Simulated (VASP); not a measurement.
# Ti8HO16 (a cell with a defect) in VASP: single point with PBE

Aim: the single point of Ti8HO16 (a cell with a defect) with PBE.

All numbers are computed with VASP 6.6.1; they aren't measurements. Logs are shortened: lines on timing, memory, paths and dates and some standing lists are left out, and cuts for length are marked.

## (1) The cell of the first run

The cell holds a defect, 25 atoms: a = 6.494 Å, b = 6.494 Å, c = 5.915 Å, α = 90.00°, β = 90.00°, γ = 90.00°.

## (2) Single point, PBE, collinear spin, ferromagnetic start

Contents of INCAR:

```
PREC = Accurate
ENCUT = 520
EDIFF = 1E-6
ISMEAR = -1
SIGMA = 0.02
LREAL = Auto
LASPH = True
NELM = 150
ALGO = Normal
ISIF = 2
LWAVE = False
LCHARG = False
ISPIN = 2
MAGMOM = 0.1 0.08 0.1 0.08 0.05 0.12 0.07 0.12 0 0 0 0 0 0 0 0 0 0 0 0 0 0 0 0 0
LORBIT = 11
LMAXMIX = 4
GGA = PE
NBANDS = 118
```

Contents of KPOINTS:

```
Automatic mesh
0
Gamma
  2 2 2
```

Contents of POSCAR:

```
Ti8HO16
1.0
   -4.5922000000     -4.5922000000      0.0000000000
    4.5922000000     -4.5922000000      0.0000000000
    0.0000000000      0.0000000000      5.9148000000
Ti O H
8 16 1
Direct
    0.4592461130      0.5049322765     -0.0029755867
   -0.0219720395      0.5022647097      0.2130925813
    0.5062823919      0.4775379992      0.5462906607
    0.0193044728      0.4984865642      0.7089166159
    0.0255324245      0.0129894168      0.0230438899
    0.4684464962     -0.0028744393      0.2463819571
    0.0088955185     -0.0079373721      0.5197977954
    0.5017203083     -0.0226035451      0.7278352607
    0.1864248073      0.4811201603      0.0113275174
    0.0597861591      0.2140477331      0.2711334280
    0.7813466312      0.4650712077      0.0145059850
   -0.0280693350      0.8071512565      0.2415128153
    0.1999586255      0.5557793650      0.5025867316
    0.0554418362      0.2176298942      0.7753939271
    0.7953159706      0.4789752188      0.5156049232
    0.0289186011      0.8037106398      0.8121153716
    0.7319258743      0.0872239885      0.0141171299
    0.4790405470      0.6928596315      0.2659261513
    0.3270219067     -0.0328056269     -0.0126800568
    0.5002722007      0.3111253865      0.2485967404
    0.6772026480      0.0447606812      0.5339825522
    0.5696616001      0.7077217891      0.7726212213
    0.2948042333      0.0114542050      0.5093832420
    0.4400614085      0.3024149645      0.7726381281
    0.7604742825      0.2368908149      0.0141002232
```

Potentials or basis: VASP PAW PBE potentials, release 64 (Ti_sv, O, H).

The run is started by

```
cat potpaw_PBE.64/Ti_sv/POTCAR potpaw_PBE.64/O/POTCAR potpaw_PBE.64/H/POTCAR > POTCAR
mpirun -np 1 vasp_std > vasp.out
```

OUTCAR:

```text
PREC = Accurate
   ENCUT = 520
   EDIFF = 1E-6
   ISMEAR = -1
   LREAL = Auto
   LASPH = True
   NELM = 150
   ISIF = 2
   ISPIN = 2
   LORBIT = 11
   GGA = PE

 ion  position               nearest neighbor table
   1  0.459  0.505  0.997-   9 1.78  24 1.87  20 1.97  22 2.00  18 2.01  11 2.11   3 2.69
   2  0.978  0.502  0.213-  11 1.75   9 1.81  10 1.98  12 1.99  15 2.15  13 2.26
   3  0.506  0.478  0.546-  24 1.81  15 1.89  22 2.05  20 2.07  13 2.07  18 2.18   1 2.69
   4  0.019  0.498  0.709-  13 1.73  15 1.85  14 1.88  16 2.08   9 2.10  11 2.39
   5  0.026  0.013  0.023-  16 1.85  12 1.89  17 1.97  10 1.98  14 1.99  19 1.99
   6  0.468  0.997  0.246-  19 1.80  23 1.92  18 1.98  20 2.05  21 2.20  17 2.27   8 2.86
   7  0.009  0.992  0.520-  23 1.86  12 2.05  10 2.09  16 2.12  14 2.13  21 2.18
   8  0.502  0.977  0.728-  21 1.67  22 1.83  23 1.88  19 1.91  24 2.16  17 2.37   6 2.86
   9  0.186  0.481  0.011-   1 1.78   2 1.81   4 2.10
  10  0.060  0.214  0.271-   2 1.98   5 1.98   7 2.09
  11  0.781  0.465  0.015-   2 1.75   1 2.11   4 2.39
  12  0.972  0.807  0.242-   5 1.89   2 1.99   7 2.05
  13  0.200  0.556  0.503-   4 1.73   3 2.07   2 2.26
  14  0.055  0.218  0.775-   4 1.88   5 1.99   7 2.13
  15  0.795  0.479  0.516-   4 1.85   3 1.89   2 2.15
  16  0.029  0.804  0.812-   5 1.85   4 2.08   7 2.12
  17  0.732  0.087  0.014-  25 0.99   5 1.97   6 2.27   8 2.37
  18  0.479  0.693  0.266-   6 1.98   1 2.01   3 2.18
  19  0.327  0.967  0.987-   6 1.80   8 1.91   5 1.99
  20  0.500  0.311  0.249-   1 1.97   6 2.05   3 2.07
  21  0.677  0.045  0.534-   8 1.67   7 2.18   6 2.20
  22  0.570  0.708  0.773-   8 1.83   1 2.00   3 2.05
  23  0.295  0.011  0.509-   7 1.86   8 1.88   6 1.92
  24  0.440  0.302  0.773-   3 1.81   1 1.87   8 2.16
  25  0.760  0.237  0.014-  17 0.99

  LATTYP: Found a simple tetragonal cell.
 ALAT       =     6.4943515211
 C/A-ratio  =     0.9107606788

  Lattice vectors:

 A1 = (  -4.5922000000,  -4.5922000000,   0.0000000000)
 A2 = (   4.5922000000,  -4.5922000000,   0.0000000000)
 A3 = (   0.0000000000,   0.0000000000,   5.9148000000)

Analysis of symmetry for initial positions (statically):
=====================================================================
 Subroutine PRICEL returns:
 Original cell was already a primitive cell.

 Routine SETGRP: Setting up the symmetry group for a
 simple tetragonal supercell.

 Subroutine GETGRP returns: Found  1 space group operations
 (whereof  1 operations were pure point group operations)
 out of a pool of 16 trial point group operations.

The static configuration has the point symmetry C_1 .

Analysis of symmetry for dynamics (positions and initial velocities):
=====================================================================
 Subroutine PRICEL returns:
 Original cell was already a primitive cell.

 Routine SETGRP: Setting up the symmetry group for a
 simple tetragonal supercell.

 Subroutine GETGRP returns: Found  1 space group operations
 (whereof  1 operations were pure point group operations)
 out of a pool of 16 trial point group operations.

The dynamic configuration has the point symmetry C_1 .

Analysis of structural, dynamic, and magnetic symmetry:
=====================================================================
 Subroutine PRICEL returns:
 Original cell was already a primitive cell.

 Routine SETGRP: Setting up the symmetry group for a
 simple tetragonal supercell.

 Subroutine GETGRP returns: Found  1 space group operations
 (whereof  1 operations were pure point group operations)
 out of a pool of 16 trial point group operations.

The overall configuration has the point symmetry C_1 .

 Subroutine INISYM returns: Found  1 space group operations
 (whereof  1 operations are pure point group operations),
 and found     1 'primitive' translations

----------------------------------------------------------------------------------------

                                     Primitive cell

  volume of cell :     249.4662

  direct lattice vectors                    reciprocal lattice vectors
    -4.592200000 -4.592200000  0.000000000    -0.108880275 -0.108880275  0.000000000
     4.592200000 -4.592200000  0.000000000     0.108880275 -0.108880275  0.000000000
[... 101 lines left out ...]
   ions per type =               8  16   1
   NGX,Y,Z   is equivalent  to a cutoff of  12.29, 12.29, 13.49 a.u.
   NGXF,Y,Z  is equivalent  to a cutoff of  24.57, 24.57, 26.98 a.u.
 SYSTEM =  unknown system
   PREC   = accura    normal or accurate (medium, high low for compatibility)
   ISTART =      0    job   : 0-new  1-cont  2-samecut
   ICHARG =      2    charge: 1-file 2-atom 10-const
   ISPIN  =      2    spin polarized calculation?
   LNONCOLLINEAR =      F non collinear calculations
   LSORBIT =      F    spin-orbit coupling
   LASPH  =      T    aspherical Exc in radial PAW
   ENCUT  =  520.0 eV  38.22 Ry    6.18 a.u.  12.08 12.08 11.00*2*pi/ulx,y,z
   NELM   =    150;   NELMIN=  2; NELMDL= -5     # of ELM steps
   EDIFF  = 0.1E-05   stopping-criterion for ELM
   LREAL  =      T    real-space projection
   EDIFFG = 0.1E-04   stopping-criterion for IOM
   NSW    =      0    number of steps for IOM
   IBRION =     -1    ionic relax: 0-MD 1-quasi-New 2-CG
   NFREE  =      0    steps in history (QN), initial steepest desc. (CG)
   ISIF   =      2    stress and relaxation
   ISYM   =      2    0-nonsym 1-usesym 2-fastsym
   POTIM  = 0.5000    time-step for ionic-motion
   TEBEG  =    0.0;   TEEND  =   0.0 temperature during run
   PSTRESS=    0.0 pullay stress
   NELECT =     193.0000    total number of electrons
   NUPDOWN=      -1.0000    fix difference up-down
   EMIN   =  10.00;   EMAX   =-10.00  energy-range for DOS
   EFERMI =   0.00;   METHOD = LEGACY
   ISMEAR =    -1;   SIGMA  =   0.02  broadening in eV -4-tet -1-fermi 0-gaus
   EFERMI_NEDOS =   21; number of points for ismear=-14 and -15
   IALGO  =     38    algorithm
   IMIX   =      4    mixing-type and parameters
     AMIX     =   0.40;   BMIX     =  1.00
     AMIX_MAG =   1.60;   BMIX_MAG =  1.00
  volume/ion in A,a.u.               =       9.98        67.34
  Fermi-wavevector in a.u.,A,eV,Ry     =   1.502877  2.840025 30.730645  2.258639
  Thomas-Fermi vector in A             =   2.614060
   LORBIT       =     11    0 simple, 1 ext, 2 COOP (PROOUT), +10 PAW based schemes
   GGA     = PE    functional components
   LHFCALC =     F    Hartree Fock is set to
   AEXX    =    0.0000 exact exchange contribution
   IVDW    =     0    specifies the selected vdW correction
   LEPSILON=     F    determine dielectric tensor
   LRPA    =     F    only Hartree local field effects (RPA)
 spin polarized calculation
  energy-cutoff  :      520.00
  volume of cell :      249.47
 maximum number of plane-waves:      6748
   NGX = 25   NGY = 25   NGZ = 21

 number of electron     192.9999991 magnetization       0.0343613

 number of electron     192.9999992 magnetization      -1.0009483

 Free energy of the ion-electron system (eV)
  ---------------------------------------------------
  ext. energy  EPLUGINS =         0.00000000
  ---------------------------------------------------
  free energy    TOTEN  =      -212.27521816 eV

  energy without entropy =     -212.26441934  energy(sigma->0) =     -212.26981875

 E-fermi :   7.0448     XC(G=0): -11.4671

 val. band max:        7.0435664866   @ k =   0.0000   0.5000   0.0000
 cond. band min:       7.0464205890   @ k =   0.0000   0.0000   0.0000
 fundamental gap:      0.0028541024
 Fermi energy:         7.0448176914

 spin component 1

 k-point     1 :       0.0000    0.0000    0.0000
  band No.  band energies     occupation
      1     -51.7830      1.00000
      2     -51.5982      1.00000
      3     -51.5495      1.00000
      4     -51.4430      1.00000
      5     -51.4210      1.00000
      6     -51.3517      1.00000
[... 877 lines left out ...]
    107       8.3255      0.00000
    108       8.4169      0.00000
 Fermi energy:         7.0448176914

 spin component 2

 k-point     1 :       0.0000    0.0000    0.0000
  band No.  band energies     occupation
      1     -51.9534      1.00000
      2     -51.8818      1.00000
      3     -51.7368      1.00000
      4     -51.4843      1.00000
      5     -51.4769      1.00000
      6     -51.4531      1.00000
[... 877 lines left out ...]
    107       8.1845      0.00000
    108       8.3211      0.00000
 [bands above 108 left out]

------------------------ aborting loop because EDIFF is reached ----------------------------------------

  FORCE on cell =-STRESS in cart. coord.  units (eV):
  Direction    XX          YY          ZZ          XY          YZ          ZX
  --------------------------------------------------------------------------------------
  -------------------------------------------------------------------------------------
  Total       21.1772533     15.0136360     24.2859652     11.3343711      5.5494938      3.9347541
  in kB      136.0092876     96.4239275    155.9747518     72.7941304     35.6411988     25.2706571
  external PRESSURE =     129.4693223 kB  Pullay stress =       0.0000000 kB

 VOLUME and BASIS-vectors are now :
 -----------------------------------------------------------------------------
  energy-cutoff  :      520.00
  volume of cell :      249.47
      direct lattice vectors                 reciprocal lattice vectors
    -4.592200000 -4.592200000  0.000000000    -0.108880275 -0.108880275  0.000000000
     4.592200000 -4.592200000  0.000000000     0.108880275 -0.108880275  0.000000000
     0.000000000  0.000000000  5.914800000     0.000000000  0.000000000  0.169067424

 POSITION                                       TOTAL-FORCE (eV/Angst)
 -----------------------------------------------------------------------------------
      0.20980     -4.42770      5.89720        -1.157590     -2.084598      4.090215
     -2.18480     -6.79780      1.26040         0.271370      0.023813      2.054402
     -0.13200     -4.51790      3.23120         0.505248     -0.629107     -4.526756
      2.20050     -2.37780      4.19310         0.819456      0.476553      2.105736
     -0.05760     -0.17690      0.13630         0.360529     -0.249293     -0.351710
      2.42780     -6.73020      1.45730        -1.012117     -1.289545      0.261516
[... 17 lines left out ...]
     -0.63210     -3.40960      4.57000        -0.991709     -0.520341     -0.523850
     -2.40440     -4.58010      0.08340         1.169938     -0.216224     -0.055885
 -----------------------------------------------------------------------------------
    total drift:                               -0.003614     -0.007978     -0.005453

  FREE ENERGIE OF THE ION-ELECTRON SYSTEM (eV)
  ---------------------------------------------------
  free  energy   TOTEN  =      -212.2752181623 eV

  energy  without entropy=     -212.2644193359  energy(sigma->0) =     -212.26981875

 total charge

# of ion       s       p       d       tot
------------------------------------------
    1        2.235   6.314   1.853  10.402
    2        2.239   6.299   1.875  10.413
    3        2.214   6.268   1.790  10.271
    4        2.243   6.295   1.927  10.465
    5        2.235   6.324   1.823  10.382
    6        2.208   6.254   1.775  10.237
[... 17 lines left out ...]
   24        1.586   3.511   0.000   5.097
   25        0.588   0.148   0.000   0.736
--------------------------------------------------
tot         43.634 106.558  14.758 164.950

 magnetization (x)

# of ion       s       p       d       tot
------------------------------------------
    1       -0.001  -0.001  -0.097  -0.099
    2       -0.001  -0.001  -0.038  -0.040
    3       -0.001  -0.001  -0.131  -0.134
    4       -0.001  -0.000  -0.034  -0.035
    5       -0.002  -0.001  -0.094  -0.096
    6       -0.001  -0.001  -0.092  -0.094
[... 17 lines left out ...]
   24        0.000   0.004   0.000   0.004
   25       -0.000  -0.000   0.000  -0.000
--------------------------------------------------
tot         -0.009   0.063  -0.921  -0.867
```

It took 12 min on 1 thread of AMD EPYC 9R45 (Zen 5), shared host; peak memory 0.56 GiB.

What came out:

| Quantity | Value |
| --- | --- |
| Free energy | -212.2752 eV |
| Pressure | 12.9 GPa |
| Largest force | 5.176 eV/Å |
| Band gap on the k mesh | zero (filled and empty bands overlap) |
| Net moment | -1.00 μB per cell |
| Site moments | Ti -0.10, -0.04, -0.13, -0.09, -0.39, -0.05; O +0.01, +0.00; H -0.00 μB |
| Valence electrons inside the program's atomic spheres | Ti 10.40, 10.41, 10.27, 10.46, 10.38, 10.24, 10.11, 10.61; O 5.15, 5.04, 5.08, 5.06, 5.07, 5.05, 5.16, 5.02, 5.14, 5.03, 5.09, 5.12, 5.10; H 0.74 |

Forces on the atoms (eV/Å):
```
Ti  -1.158 -2.085  4.090
Ti   0.271  0.024  2.054
Ti   0.505 -0.629 -4.527
Ti   0.819  0.477  2.106
Ti   0.361 -0.249 -0.352
Ti  -1.012 -1.290  0.262
Ti   1.302  0.128  0.260
Ti   1.234  0.190  2.526
O    1.716 -0.575 -0.575
O    0.228  1.617  0.476
O    0.061 -0.499 -0.696
O    0.121 -0.095  1.679
O   -0.944 -0.248 -0.380
O   -0.086  2.023 -1.150
O   -0.487 -0.602 -0.595
O    0.595  1.267 -2.810
O   -1.100  2.875 -0.277
O    0.604 -1.944 -0.147
O    0.736 -0.096  1.467
O    0.500  1.042  0.998
O   -2.794 -3.026 -3.135
O   -0.220  2.154 -0.406
O   -1.429  0.278 -0.287
O   -0.992 -0.520 -0.524
H    1.170 -0.216 -0.056
```

Caveat: the k points lie up to 0.53 Å⁻¹ apart; semilocal functionals often make such compounds metallic where correlation or magnetic order opens a gap, which also shifts bond lengths.
